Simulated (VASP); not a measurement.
In3Cu:

```xyz
4
Lattice="4.4800 0.0000 0.0000 0.0000 4.4800 0.0000 0.0000 0.0000 4.4800" Properties=species:S:1:pos:R:3 pbc="T T T"
Cu    0.0000    0.0000    0.0000
In    0.0000    2.2400    2.2400
In    2.2400    0.0000    2.2400
In    2.2400    2.2400    0.0000
```

- Program: VASP 6.6.1
- Task: relaxation of cell and atoms
- Functional: PBEsol
- Potentials or basis: VASP PAW PBE potentials, release 64 (Cu, In_d)
- Cutoff: 600 eV
- k mesh: 4 × 4 × 4
- Occupations: gaussian, width 0.1 eV
- Spin: no spin polarisation

At the start: pressure -2.3 GPa; volume 22.48 Å³/atom.

Question: Where does the relaxation end?

Answer: Over 3 steps the energy falls by 7.3 meV/atom and the volume is 21.51 Å³/atom (-4.3 %); space group Pm-3m (No. 221, to 0.05 Å).

Step by step:
```tsv
step	energy change (eV)	largest force (eV/Å)	pressure (GPa)	volume (Å³)
1	0.0000	0.0000	-2.30	89.92
2	-0.0291	0.0000	0.18	85.79
3	-0.0292	0.0000	-0.01	86.04
```

Final structure:
```
CELL_PARAMETERS angstrom
4.41462 0.00000 0.00000
0.00000 4.41462 0.00000
0.00000 0.00000 4.41462
ATOMIC_POSITIONS crystal
Cu 0.00000 0.00000 0.00000
In 0.00000 0.50000 0.50000
In 0.50000 0.00000 0.50000
In 0.50000 0.50000 0.00000
```

Caveat: the PAW data sets were made with another functional, which shifts forces and pressure a little.
